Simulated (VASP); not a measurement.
Crystal: CuAu.

```
CELL_PARAMETERS angstrom
2.81075 0.00000 0.00000
0.00000 2.81075 0.00000
0.00000 0.00000 3.68500
ATOMIC_POSITIONS crystal
Cu 0.50000 0.50000 0.50000
Au 0.00000 0.00000 0.00000
```

Base run:

| Quantity | Value |
| --- | --- |
| Program | VASP 6.6.1 |
| Functional | LDA |
| Potentials or basis | VASP PAW LDA potentials, release 64 (Cu, Au) |
| Cutoff | 520 eV |
| k mesh | 10 × 10 × 8 |
| Occupations | fermi-dirac, width 0.1 eV |
| Spin | no spin polarisation |

Its results: band gap on the k mesh zero (band 11 reaches 13.76 eV, above the bottom of band 12 at 6.49 eV); pressure -8.4 GPa.

The run is repeated on the same cell with these changes: k mesh from 10 × 10 × 8 to 3 × 3 × 2. What comes out?

Band gap on the k mesh zero (band 11 reaches 9.15 eV, above the bottom of band 12 at 6.26 eV); pressure -10.7 GPa.

Caveats: some runs use coarse meshes; spin-orbit coupling is left out, which moves the levels of the heavy elements.
